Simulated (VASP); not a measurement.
# Ge (Fd-3m) in VASP: notebook, part 2 of 2

VASP 6.6.1. The steps go on from the part before.

### Step 3. Single point, PBE

INCAR

```
SYSTEM = Ge
PREC = Accurate ; ENCUT = 500
EDIFF = 1E-6 ; ISMEAR = 0
SIGMA = 0.01 ; LREAL = .FALSE.
LASPH = .TRUE. ; NELM = 120
ALGO = Normal ; ISIF = 2
LWAVE = .FALSE. ; LCHARG = .FALSE.
GGA = PE ; NBANDS = 21
GGA_COMPAT = .FALSE.
```

KPOINTS

```
regular mesh
0
G
  5 5 5
  0 0 0
```

POSCAR

```
Ge
1.0
    0.0000000000      2.8289100000      2.8289100000
    2.8289100000      0.0000000000      2.8289100000
    2.8289100000      2.8289100000      0.0000000000
Ge
2
Direct
    0.0000000000      0.0000000000      0.0000000000
    0.2500000000      0.2500000000      0.2500000000
```

Potentials or basis: VASP PAW PBE potentials, release 64 (Ge_d).

Run with:

```bash
cat potpaw_PBE.64/Ge_d/POTCAR > POTCAR
mpirun -np 1 vasp_std > vasp.out
```

OUTCAR:

```text
SYSTEM = Ge
   PREC = Accurate
   ENCUT = 500
   EDIFF = 1E-6
   ISMEAR = 0
   LREAL = .FALSE.
   LASPH = .TRUE.
   NELM = 120
   ISIF = 2
   GGA = PE

 ion  position               nearest neighbor table
   1  0.000  0.000  0.000-   2 2.45   2 2.45   2 2.45   2 2.45
   2  0.250  0.250  0.250-   1 2.45   1 2.45   1 2.45   1 2.45

  LATTYP: Found a face centered cubic cell.
 ALAT       =     5.6578200000

  Lattice vectors:

 A1 = (   0.0000000000,   2.8289100000,   2.8289100000)
 A2 = (   2.8289100000,   0.0000000000,   2.8289100000)
 A3 = (   2.8289100000,   2.8289100000,   0.0000000000)

Analysis of symmetry for initial positions (statically):
=====================================================================
 Subroutine PRICEL returns:
 Original cell was already a primitive cell.

 Routine SETGRP: Setting up the symmetry group for a
 face centered cubic supercell.

 Subroutine GETGRP returns: Found 48 space group operations
 (whereof 24 operations were pure point group operations)
 out of a pool of 48 trial point group operations.

The static configuration has the point symmetry T_d .
 The point group associated with its full space group is O_h .

Analysis of symmetry for dynamics (positions and initial velocities):
=====================================================================
 Subroutine PRICEL returns:
 Original cell was already a primitive cell.

 Routine SETGRP: Setting up the symmetry group for a
 face centered cubic supercell.

 Subroutine GETGRP returns: Found 48 space group operations
 (whereof 24 operations were pure point group operations)
 out of a pool of 48 trial point group operations.

The dynamic configuration has the point symmetry T_d .
 The point group associated with its full space group is O_h .

 Subroutine INISYM returns: Found 48 space group operations
 (whereof 24 operations are pure point group operations),
 and found     1 'primitive' translations

----------------------------------------------------------------------------------------

                                     Primitive cell

  volume of cell :      45.2780

  direct lattice vectors                    reciprocal lattice vectors
     0.000000000  2.828910000  2.828910000    -0.176746521  0.176746521  0.176746521
     2.828910000  0.000000000  2.828910000     0.176746521 -0.176746521  0.176746521
     2.828910000  2.828910000  0.000000000     0.176746521  0.176746521 -0.176746521

  length of vectors
     4.000682889  4.000682889  4.000682889     0.306133954  0.306133954  0.306133954

  position of ions in fractional coordinates (direct lattice)
     0.000000000  0.000000000  0.000000000
     0.250000000  0.250000000  0.250000000

  ion indices of the primitive-cell ions
   primitive index   ion index
                 1           1
                 2           2

----------------------------------------------------------------------------------------

 KPOINTS: regular mesh

Automatic generation of k-mesh.
 Grid dimensions read from file:
 generate k-points for:    5    5    5

 Generating k-lattice:

  Cartesian coordinates                     Fractional coordinates (reciprocal lattice)
    -0.035349304  0.035349304  0.035349304     0.200000000  0.000000000  0.000000000
     0.035349304 -0.035349304  0.035349304     0.000000000  0.200000000  0.000000000
     0.035349304  0.035349304 -0.035349304     0.000000000  0.000000000  0.200000000

  Length of vectors
     0.061226791  0.061226791  0.061226791

  Shift w.r.t. Gamma in fractional coordinates (k-lattice)
     0.000000000  0.000000000  0.000000000

 Subroutine IBZKPT returns following result:
 ===========================================

 Found     10 irreducible k-points:

 Following reciprocal coordinates:
            Coordinates               Weight
  0.000000  0.000000  0.000000      1.000000
  0.200000  0.000000  0.000000      8.000000
  0.400000  0.000000  0.000000      8.000000
  0.200000  0.200000  0.000000      6.000000
  0.400000  0.200000  0.000000     24.000000
 -0.400000  0.200000  0.000000     24.000000
 -0.200000  0.200000  0.000000     12.000000
  0.400000  0.400000  0.000000      6.000000
 -0.400000  0.400000  0.000000     12.000000
 -0.400000  0.400000  0.200000     24.000000
   k-points           NKPTS =     10   k-points in BZ     NKDIM =     10   number of bands    NBANDS=     21
   number of dos      NEDOS =    301   number of ions     NIONS =      2
   total plane-waves  NPLWV =  27000
   dimension x,y,z NGX =    30 NGY =   30 NGZ =   30
   dimension x,y,z NGXF=    60 NGYF=   60 NGZF=   60
   ions per type =               2
   NGX,Y,Z   is equivalent  to a cutoff of  12.47, 12.47, 12.47 a.u.
   NGXF,Y,Z  is equivalent  to a cutoff of  24.93, 24.93, 24.93 a.u.
 SYSTEM =  Ge
   PREC   = accura    normal or accurate (medium, high low for compatibility)
   ISTART =      0    job   : 0-new  1-cont  2-samecut
   ICHARG =      2    charge: 1-file 2-atom 10-const
   ISPIN  =      1    spin polarized calculation?
   LNONCOLLINEAR =      F non collinear calculations
   LSORBIT =      F    spin-orbit coupling
   LASPH  =      T    aspherical Exc in radial PAW
   ENCUT  =  500.0 eV  36.75 Ry    6.06 a.u.   7.29  7.29  7.29*2*pi/ulx,y,z
   NELM   =    120;   NELMIN=  2; NELMDL= -5     # of ELM steps
   EDIFF  = 0.1E-05   stopping-criterion for ELM
   LREAL  =      F    real-space projection
   EDIFFG = 0.1E-04   stopping-criterion for IOM
   NSW    =      0    number of steps for IOM
   IBRION =     -1    ionic relax: 0-MD 1-quasi-New 2-CG
   NFREE  =      0    steps in history (QN), initial steepest desc. (CG)
   ISIF   =      2    stress and relaxation
   ISYM   =      2    0-nonsym 1-usesym 2-fastsym
   POTIM  = 0.5000    time-step for ionic-motion
   TEBEG  =    0.0;   TEEND  =   0.0 temperature during run
   PSTRESS=    0.0 pullay stress
   NELECT =      28.0000    total number of electrons
   NUPDOWN=      -1.0000    fix difference up-down
   EMIN   =  10.00;   EMAX   =-10.00  energy-range for DOS
   EFERMI =   0.00;   METHOD = LEGACY
   ISMEAR =     0;   SIGMA  =   0.01  broadening in eV -4-tet -1-fermi 0-gaus
   EFERMI_NEDOS =   21; number of points for ismear=-14 and -15
   IALGO  =     38    algorithm
   IMIX   =      4    mixing-type and parameters
     AMIX     =   0.40;   BMIX     =  1.00
     AMIX_MAG =   1.60;   BMIX_MAG =  1.00
  volume/ion in A,a.u.               =      22.64       152.78
  Fermi-wavevector in a.u.,A,eV,Ry     =   1.394756  2.635708 26.468033  1.945346
  Thomas-Fermi vector in A             =   2.518275
   LORBIT       =      0    0 simple, 1 ext, 2 COOP (PROOUT), +10 PAW based schemes
   GGA     = PE    functional components
   LHFCALC =     F    Hartree Fock is set to
   AEXX    =    0.0000 exact exchange contribution
   IVDW    =     0    specifies the selected vdW correction
   LEPSILON=     F    determine dielectric tensor
   LRPA    =     F    only Hartree local field effects (RPA)
 non-spin polarized calculation
 Gauss-broadening in eV      SIGMA  =   0.01
  energy-cutoff  :      500.00
  volume of cell :       45.28
 maximum number of plane-waves:      1167
 NGX is ok and might be reduce to    30
   NGX = 15   NGY = 15   NGZ = 15

 number of electron      28.0000022 magnetization

 Free energy of the ion-electron system (eV)
  ---------------------------------------------------
  ext. energy  EPLUGINS =         0.00000000
  ---------------------------------------------------
  free energy    TOTEN  =        -8.90685093 eV

  energy without entropy =       -8.90684537  energy(sigma->0) =       -8.90684815

 E-fermi :   5.0316     XC(G=0):  -9.9089

 val. band max:        5.0120265514   @ k =   0.0000   0.0000   0.0000
 cond. band min:       5.0484706138   @ k =   0.0000   0.0000   0.0000
 fundamental gap:      0.0364440624
 Fermi energy:         5.0315907360

 k-point     1 :       0.0000    0.0000    0.0000
  band No.  band energies     occupation
      1     -19.8009      2.00000
      2     -19.8009      2.00000
      3     -19.8009      2.00000
      4     -19.7651      2.00000
      5     -19.7651      2.00000
      6     -19.5544      2.00000
[... 13 lines left out ...]
     20      14.4835      0.00000
     21      14.4835      0.00000
[... 193 lines left out ...]
 k-point    10 :      -0.4000    0.4000    0.2000
  band No.  band energies     occupation
      1     -19.8475      2.00000
      2     -19.8424      2.00000
      3     -19.7406      2.00000
      4     -19.6884      2.00000
      5     -19.6770      2.00000
      6     -19.6543      2.00000
[... 13 lines left out ...]
     20      15.4785      0.00000
     21      18.2346      0.00000

------------------------ aborting loop because EDIFF is reached ----------------------------------------

  FORCE on cell =-STRESS in cart. coord.  units (eV):
  Direction    XX          YY          ZZ          XY          YZ          ZX
  --------------------------------------------------------------------------------------
  -------------------------------------------------------------------------------------
  Total        0.9386807      0.9386807      0.9386807     -0.0000000     -0.0000000      0.0000000
  in kB       33.2155217     33.2155217     33.2155217     -0.0000000     -0.0000000      0.0000000
  external PRESSURE =      33.2155217 kB  Pullay stress =       0.0000000 kB

 VOLUME and BASIS-vectors are now :
 -----------------------------------------------------------------------------
  energy-cutoff  :      500.00
  volume of cell :       45.28
      direct lattice vectors                 reciprocal lattice vectors
     0.000000000  2.828910000  2.828910000    -0.176746521  0.176746521  0.176746521
     2.828910000  0.000000000  2.828910000     0.176746521 -0.176746521  0.176746521
     2.828910000  2.828910000  0.000000000     0.176746521  0.176746521 -0.176746521

 POSITION                                       TOTAL-FORCE (eV/Angst)
 -----------------------------------------------------------------------------------
      0.00000      0.00000      0.00000         0.000000      0.000000      0.000000
      1.41446      1.41446      1.41446        -0.000000     -0.000000     -0.000000
 -----------------------------------------------------------------------------------
    total drift:                                0.000000      0.000000      0.000000

  FREE ENERGIE OF THE ION-ELECTRON SYSTEM (eV)
  ---------------------------------------------------
  free  energy   TOTEN  =        -8.9068509318 eV

  energy  without entropy=       -8.9068453732  energy(sigma->0) =       -8.90684815
```

Wall time 30 s (1 thread of Intel Xeon 8259CL, shared host); peak memory 0.16 GiB.

What came out:

| Item | Value |
| --- | --- |
| Free energy | -8.9069 eV |
| Pressure | 3.3 GPa |
| Band gap on the k mesh | 0.04 eV, direct |

A k mesh can miss the band edges.
